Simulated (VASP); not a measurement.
Write the native input for VASP 6.6.1 that does the following.

* Task: single point
* Functional: r2SCAN
* Potentials or basis: VASP PAW PBE potentials, release 64 (Ta_pv)
* Cutoff: 550 eV
* k mesh: 8 × 8 × 8
* Occupations: gaussian, width 0.1 eV
* Spin: no spin polarisation
* Dipole correction: no
* Further INCAR settings: ALGO = Normal; EDIFF = 1e-06; NBANDS = 12

Crystal: Ta.

```
Ta
1.0
     0.00000    2.08591    2.08591
     2.08591    0.00000    2.08591
     2.08591    2.08591    0.00000
Ta
1
Direct
  0.00000 0.00000 0.00000
```

These files were run (other wordings do the same):

POSCAR

```
Ta
1.0
    0.0000000000      2.0859058039      2.0859058039
    2.0859058039      0.0000000000      2.0859058039
    2.0859058039      2.0859058039      0.0000000000
Ta
1
Direct
    0.0000000000      0.0000000000      0.0000000000
```

INCAR.step1

```
SYSTEM = Ta
PREC = Accurate
ENCUT = 550
ISMEAR = 0
SIGMA = 0.1
LREAL = .FALSE.
LASPH = .TRUE.
NELM = 120
NBANDS = 12
GGA = PE
ALGO = Normal
EDIFF = 1E-5
LWAVE = .TRUE.
LCHARG = .FALSE.
GGA_COMPAT = .FALSE.
```

INCAR.step2

```
SYSTEM = Ta
PREC = Accurate
ENCUT = 550
EDIFF = 1E-6
ISMEAR = 0
SIGMA = 0.1
LREAL = .FALSE.
LASPH = .TRUE.
NELM = 120
ALGO = Normal
ISIF = 2
LWAVE = .FALSE.
LCHARG = .FALSE.
METAGGA = R2SCAN
LMIXTAU = .TRUE.
NBANDS = 12
ISTART = 1
GGA_COMPAT = .FALSE.
```

KPOINTS

```
regular mesh
0
G
  8 8 8
  0 0 0
```

Potentials or basis: VASP PAW PBE potentials, release 64 (Ta_pv).

Launch:

```sh
$ cat potpaw_PBE.64/Ta_pv/POTCAR > POTCAR
$ cp INCAR.step1 INCAR
$ mpirun -np 1 vasp_std > vasp.out
$ cp INCAR.step2 INCAR
$ mpirun -np 1 vasp_std > vasp.out
```

Results of the run:

The pressure is 7.6 GPa.

Caveat: the PAW data sets were made with another functional, which shifts forces and pressure a little.

Run time: 18 s on 1 thread of Intel(R) Xeon(R) Platinum 8375C CPU @ 2.90GHz (Ice Lake), with other jobs on the host, peak memory 0.14 GiB.
